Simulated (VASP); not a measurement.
# Ce (Cmcm) in VASP: relaxation of the atoms with PBE

Aim: the relaxation of the atoms of Ce with PBE.

Everything below comes from runs of VASP 6.6.1. Logs are shortened: lines on timing, memory, paths and dates and some standing lists are left out, and cuts for length are marked.

## (1) The cell of the first run

Symmetry: Cmcm, No. 63, orthorhombic system. Conventional cell: a = 3.094 Å, b = 6.007 Å, c = 5.246 Å, α = 90.00°, β = 90.00°, γ = 90.00°. Ce (site symmetry m2m) has 12 Ce at 2.91 to 3.51 Å within 3.8 Å.

## (2) Relaxation of the atoms, PBE

The input, INCAR:

```
ALGO = Normal
EDIFF = 1E-6
EDIFFG = -0.01
ENCUT = 520
GGA = PE
IBRION = 2
ISIF = 2
ISMEAR = 1
LASPH = True
LCHARG = False
LREAL = False
LWAVE = False
NELM = 60
NSW = 100
PREC = Accurate
SIGMA = 0.1412
```

The input, KPOINTS:

```
k-points
0
Gamma
  8 8 5
```

The input, POSCAR:

```
Ce
1.0
    1.5470000000      3.0035000000      0.0000000000
    1.5470000000     -3.0035000000      0.0000000000
    0.0000000000      0.0000000000     -5.2460000000
Ce
2
Direct
    0.1050000000      0.8950000000      0.7500000000
    0.8950000000      0.1050000000      0.2500000000
```

Potentials or basis: VASP PAW PBE potentials, release 64 (Ce).

On the command line:

```console
cat potpaw_PBE.64/Ce/POTCAR > POTCAR
mpirun -np 1 vasp_std > vasp.out
```

OUTCAR:

```text
EDIFF = 1E-6
   EDIFFG = -0.01
   ENCUT = 520
   GGA = PE
   IBRION = 2
   ISIF = 2
   ISMEAR = 1
   LASPH = True
   LREAL = False
   NELM = 60
   NSW = 100
   PREC = Accurate

 ion  position               nearest neighbor table
   1  0.105  0.895  0.750-   2 2.91   2 2.91
   2  0.895  0.105  0.250-   1 2.91   1 2.91

  LATTYP: Found a base centered orthorhombic cell.
 ALAT       =     3.0940000000
 B/A-ratio  =     1.9414996768
 C/A-ratio  =     1.6955397544

  Lattice vectors:

 A1 = (   1.5470000000,   3.0035000000,   0.0000000000)
 A2 = (   1.5470000000,  -3.0035000000,   0.0000000000)
 A3 = (   0.0000000000,   0.0000000000,  -5.2460000000)

Analysis of symmetry for initial positions (statically):
=====================================================================
 Subroutine PRICEL returns:
 Original cell was already a primitive cell.

 Routine SETGRP: Setting up the symmetry group for a
 base centered orthorhombic supercell.

 Subroutine GETGRP returns: Found  8 space group operations
 (whereof  4 operations were pure point group operations)
 out of a pool of  8 trial point group operations.

The static configuration has the point symmetry C_2h.
 The point group associated with its full space group is D_2h.

Analysis of symmetry for dynamics (positions and initial velocities):
=====================================================================
 Subroutine PRICEL returns:
 Original cell was already a primitive cell.

 Routine SETGRP: Setting up the symmetry group for a
 base centered orthorhombic supercell.

 Subroutine GETGRP returns: Found  8 space group operations
 (whereof  4 operations were pure point group operations)
 out of a pool of  8 trial point group operations.

The dynamic configuration has the point symmetry C_2h.
 The point group associated with its full space group is D_2h.

 Subroutine INISYM returns: Found  8 space group operations
 (whereof  4 operations are pure point group operations),
 and found     1 'primitive' translations

----------------------------------------------------------------------------------------

                                     Primitive cell

  volume of cell :      48.7502

  direct lattice vectors                    reciprocal lattice vectors
     1.547000000  3.003500000  0.000000000     0.323206206  0.166472449  0.000000000
     1.547000000 -3.003500000  0.000000000     0.323206206 -0.166472449  0.000000000
     0.000000000  0.000000000 -5.246000000     0.000000000  0.000000000 -0.190621426

  length of vectors
     3.378493932  3.378493932  5.246000000     0.363559249  0.363559249  0.190621426

  position of ions in fractional coordinates (direct lattice)
     0.105000000  0.895000000  0.750000000
     0.895000000  0.105000000  0.250000000

  ion indices of the primitive-cell ions
   primitive index   ion index
                 1           1
                 2           2

----------------------------------------------------------------------------------------

 KPOINTS: k-points

Automatic generation of k-mesh.
 Grid dimensions read from file:
 generate k-points for:    8    8    5

 Generating k-lattice:

  Cartesian coordinates                     Fractional coordinates (reciprocal lattice)
     0.040400776  0.020809056  0.000000000     0.125000000  0.000000000  0.000000000
     0.040400776 -0.020809056  0.000000000     0.000000000  0.125000000  0.000000000
     0.000000000  0.000000000 -0.038124285     0.000000000  0.000000000  0.200000000

  Length of vectors
     0.045444906  0.045444906  0.038124285

  Shift w.r.t. Gamma in fractional coordinates (k-lattice)
     0.000000000  0.000000000  0.000000000

 Subroutine IBZKPT returns following result:
 ===========================================

 Found     63 irreducible k-points:

 Following reciprocal coordinates:
            Coordinates               Weight
  0.000000  0.000000  0.000000      1.000000
  0.125000  0.000000  0.000000      4.000000
  0.250000  0.000000  0.000000      4.000000
  0.375000  0.000000  0.000000      4.000000
  0.500000  0.000000  0.000000      2.000000
  0.125000  0.125000  0.000000      2.000000
[... 16 lines left out ...]
  0.125000  0.000000  0.200000      8.000000
  0.250000  0.000000  0.200000      8.000000
 [... further k-points ...]
   k-points           NKPTS =     63   k-points in BZ     NKDIM =     63   number of bands    NBANDS=     16
   number of dos      NEDOS =    301   number of ions     NIONS =      2
   total plane-waves  NPLWV =  31360
   dimension x,y,z NGX =    28 NGY =   28 NGZ =   40
   dimension x,y,z NGXF=    56 NGYF=   56 NGZF=   80
   ions per type =               2
   NGX,Y,Z   is equivalent  to a cutoff of  13.78, 13.78, 12.68 a.u.
   NGXF,Y,Z  is equivalent  to a cutoff of  27.56, 27.56, 25.35 a.u.
 SYSTEM =  unknown system
   PREC   = accura    normal or accurate (medium, high low for compatibility)
   ISTART =      0    job   : 0-new  1-cont  2-samecut
   ICHARG =      2    charge: 1-file 2-atom 10-const
   ISPIN  =      1    spin polarized calculation?
   LNONCOLLINEAR =      F non collinear calculations
   LSORBIT =      F    spin-orbit coupling
   LASPH  =      T    aspherical Exc in radial PAW
   ENCUT  =  520.0 eV  38.22 Ry    6.18 a.u.   6.28  6.28  9.75*2*pi/ulx,y,z
   NELM   =     60;   NELMIN=  2; NELMDL= -5     # of ELM steps
   EDIFF  = 0.1E-05   stopping-criterion for ELM
   LREAL  =      F    real-space projection
   EDIFFG = -.1E-01   stopping-criterion for IOM
   NSW    =    100    number of steps for IOM
   IBRION =      2    ionic relax: 0-MD 1-quasi-New 2-CG
   NFREE  =      1    steps in history (QN), initial steepest desc. (CG)
   ISIF   =      2    stress and relaxation
   ISYM   =      2    0-nonsym 1-usesym 2-fastsym
   POTIM  = 0.5000    time-step for ionic-motion
   TEBEG  =    0.0;   TEEND  =   0.0 temperature during run
   PSTRESS=    0.0 pullay stress
   NELECT =      24.0000    total number of electrons
   NUPDOWN=      -1.0000    fix difference up-down
   EMIN   =  10.00;   EMAX   =-10.00  energy-range for DOS
   EFERMI =   0.00;   METHOD = LEGACY
   ISMEAR =     1;   SIGMA  =   0.14  broadening in eV -4-tet -1-fermi 0-gaus
   EFERMI_NEDOS =   21; number of points for ismear=-14 and -15
   IALGO  =     38    algorithm
   IMIX   =      4    mixing-type and parameters
     AMIX     =   0.40;   BMIX     =  1.00
     AMIX_MAG =   1.60;   BMIX_MAG =  1.00
  volume/ion in A,a.u.               =      24.38       164.49
  Fermi-wavevector in a.u.,A,eV,Ry     =   1.292667  2.442786 22.735155  1.670987
  Thomas-Fermi vector in A             =   2.424360
   LORBIT       =      0    0 simple, 1 ext, 2 COOP (PROOUT), +10 PAW based schemes
   GGA     = PE    functional components
   LHFCALC =     F    Hartree Fock is set to
   AEXX    =    0.0000 exact exchange contribution
   IVDW    =     0    specifies the selected vdW correction
   LEPSILON=     F    determine dielectric tensor
   LRPA    =     F    only Hartree local field effects (RPA)
 conjugate gradient relaxation of ions
 non-spin polarized calculation
 Methfessel and Paxton  Order N= 1 SIGMA  =   0.14
  energy-cutoff  :      520.00
  volume of cell :       48.75
 maximum number of plane-waves:      1328
 NGX is ok and might be reduce to    28
   NGX = 13   NGY = 13   NGZ = 19

--------------------------------------- Ionic step        1  -------------------------------------------

 number of electron      23.9999999 magnetization

 Free energy of the ion-electron system (eV)
  ---------------------------------------------------
  ext. energy  EPLUGINS =         0.00000000
  ---------------------------------------------------
  free energy    TOTEN  =       -11.73873329 eV

  energy without entropy =      -11.73918633  energy(sigma->0) =      -11.73888430

------------------------ aborting loop because EDIFF is reached ----------------------------------------

  FORCE on cell =-STRESS in cart. coord.  units (eV):
  Direction    XX          YY          ZZ          XY          YZ          ZX
  --------------------------------------------------------------------------------------
  -------------------------------------------------------------------------------------
  Total        0.8537679      0.9620776      0.8004836      0.0000000      0.0000000      0.0000000
  in kB       28.0591282     31.6187313     26.3079356      0.0000000      0.0000000      0.0000000
  external PRESSURE =      28.6619317 kB  Pullay stress =       0.0000000 kB
[... 57 lines left out ...]
  energy  without entropy=      -11.7404421171  energy(sigma->0) =      -11.74041904

--------------------------------------- Ionic step        3  -------------------------------------------

 number of electron      24.0000000 magnetization

 Free energy of the ion-electron system (eV)
  ---------------------------------------------------
  ext. energy  EPLUGINS =         0.00000000
  ---------------------------------------------------
  free energy    TOTEN  =       -11.74240757 eV

  energy without entropy =      -11.74128759  energy(sigma->0) =      -11.74203425

 E-fermi :  10.1869     XC(G=0): -11.6885

 val. band max:       10.1831367896   @ k =   0.5000   0.2500   0.0000
 cond. band min:      10.1894511171   @ k =   0.1250   0.1250   0.2000
 fundamental gap:      0.0063143275
 Fermi energy:        10.1869093183

 k-point     1 :       0.0000    0.0000    0.0000
  band No.  band energies     occupation
      1     -24.7127      2.00000
      2     -23.8081      2.00000
      3      -9.2488      2.00000
      4      -6.2006      2.00000
      5      -5.5750      2.00000
      6      -5.4875      2.00000
[... 8 lines left out ...]
     15      10.4945     -0.00861
     16      10.9274     -0.00000
[... 420 lines left out ...]
  band No.  band energies     occupation
      1     -24.3412      2.00000
      2     -23.6793      2.00000
      3      -8.5815      2.00000
      4      -7.2663      2.00000
      5      -6.8535      2.00000
      6      -6.3778      2.00000
[... 8 lines left out ...]
     15      10.5558     -0.00138
     16      10.7446     -0.00000

 [... further k-points ...]

------------------------ aborting loop because EDIFF is reached ----------------------------------------

  FORCE on cell =-STRESS in cart. coord.  units (eV):
  Direction    XX          YY          ZZ          XY          YZ          ZX
  --------------------------------------------------------------------------------------
  -------------------------------------------------------------------------------------
  Total        0.7820139      1.1157137      0.6602780      0.0000000      0.0000000      0.0000000
  in kB       25.7009307     36.6679903     21.7000717      0.0000000      0.0000000      0.0000000
  external PRESSURE =      28.0229976 kB  Pullay stress =       0.0000000 kB
[... 17 lines left out ...]
  FREE ENERGIE OF THE ION-ELECTRON SYSTEM (eV)
  ---------------------------------------------------
  free  energy   TOTEN  =       -11.7424075746 eV

  energy  without entropy=      -11.7412875939  energy(sigma->0) =      -11.74203425

 reached required accuracy - stopping structural energy minimisation
```

It took 2.8 min on 1 thread of AMD EPYC 7R13 (Zen 3), shared host; peak memory 0.19 GiB.

Results:

| Property | Result |
| --- | --- |
| Free energy | -11.7424 eV |
| Energy gained by relaxing | 1.8 meV/atom |
| Ionic steps | 3 |
| Pressure after relaxing | 2.8 GPa |
| Band gap on the k mesh | zero (bands 12 and 13 overlap by 0.67 eV) |

Forces in eV/Å, atoms in the order of the input:
```
Ce   0.000  0.002  0.000
Ce   0.000 -0.002  0.000
```

Step by step:
```csv
step,energy change (eV),largest force (eV/Å),pressure (GPa)
1,0.0000,0.1412,2.87
2,-0.0017,0.1046,2.85
3,-0.0037,0.0024,2.80
```

Final structure:
```
Ce
1.0
     1.54700    3.00350    0.00000
     1.54700   -3.00350    0.00000
     0.00000    0.00000   -5.24600
Ce
2
Cartesian
  1.5470 -2.3991 -3.9345
  1.5470 2.3991 -1.3115
```

Levels at points of the mesh, in eV from the Fermi level:
```
           k point  band 10  band 11  band 12  band 13  band 14  band 15
(0.00, 0.00, 0.00)    -1.89    -0.20     0.01     0.01     0.08     0.31
(0.50, 0.00, 0.00)    -2.02    -1.93     0.08     0.10     0.32     0.34
(0.50, 0.50, 0.00)    -0.60    -0.12    -0.07     0.17     0.70     0.82
```

Caveat: spin-orbit coupling is left out, which moves the levels of the heavy elements; semilocal functionals describe open f shells poorly, which spoils levels, moments and volumes.
